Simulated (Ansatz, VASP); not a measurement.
## TiC in VASP and in Ansatz

File INCAR:

```
PREC     = Accurate       # precision mode
ENCUT    = 520            # plane-wave cutoff, eV
EDIFF    = 1E-7           # SCF threshold, eV
ISMEAR   = 0              # smearing method
SIGMA    = 0.15           # smearing width, eV
LREAL    = F              # projectors in reciprocal space
LASPH    = T              # aspherical terms in the spheres
NELM     = 60             # most SCF steps
ALGO     = Normal         # electronic algorithm
ISIF     = 2              # what is computed and relaxed
LWAVE    = F              # write WAVECAR
LCHARG   = F              # write CHGCAR
GGA      = PE             # functional
NBANDS   = 15             # bands
```

File KPOINTS:

```
regular mesh
0
Gamma
  24 24 24
```

POSCAR

```
TiC
1.0
    0.0000000000      2.1122999875      2.1122999875
    2.1122999875      0.0000000000      2.1122999875
    2.1122999875      2.1122999875      0.0000000000
Ti C
1 1
Direct
    0.0000000000      0.0000000000      0.0000000000
    0.5000000000      0.5000000000      0.5000000000
```

Input for Ansatz:

```yaml
crystal:
  lattice:
    - [0.0, 2.1122999875, 2.1122999875]
    - [2.1122999875, 0.0, 2.1122999875]
    - [2.1122999875, 2.1122999875, 0.0]
  atoms:
    - { symbol: Ti, position: [0.0, 0.0, 0.0] }
    - { symbol: C, position: [0.5, 0.5, 0.5] }
basis:
  ecutwfc: 420
kpoints:
  mp_grid: { grid: [24, 24, 24] }
hamiltonian:
  xc: pbe
scf:
  occupations: { method: gaussian, width: 0.15 }
output:
  forces: true
  stress: true
  eigenvalues: true
```

Change from the starting cell: strain -0.025 along x and y, -0.025 along z, atoms carried along.

Alike in both runs: task single point; functional PBE; k mesh 24 × 24 × 24; occupations gaussian, width 0.15 eV; no spin polarisation.

|  | VASP | Ansatz |
| --- | --- | --- |
| version | VASP 6.6.1 | Ansatz 0.2.0 |
| potentials or method | VASP PAW PBE potentials, release 64 (Ti_sv, C), cutoff 520 eV | scalar-relativistic, plane waves, PAW |
| valence electrons in the cell | 16 | 16 |

Ansatz gave:

| Quantity | Value |
| --- | --- |
| gap on the k mesh at the Fermi level (eV) | none |
| pressure (GPa) | 22.2 |

Problem. Estimate VASP's values.

Solution. gap on the k mesh at the Fermi level (eV): none; pressure (GPa): 22.3.

A gap of «none» marks a metal or a gap that the smearing closes. With one functional, cell and mesh, what is left measures potentials, basis and numerics.
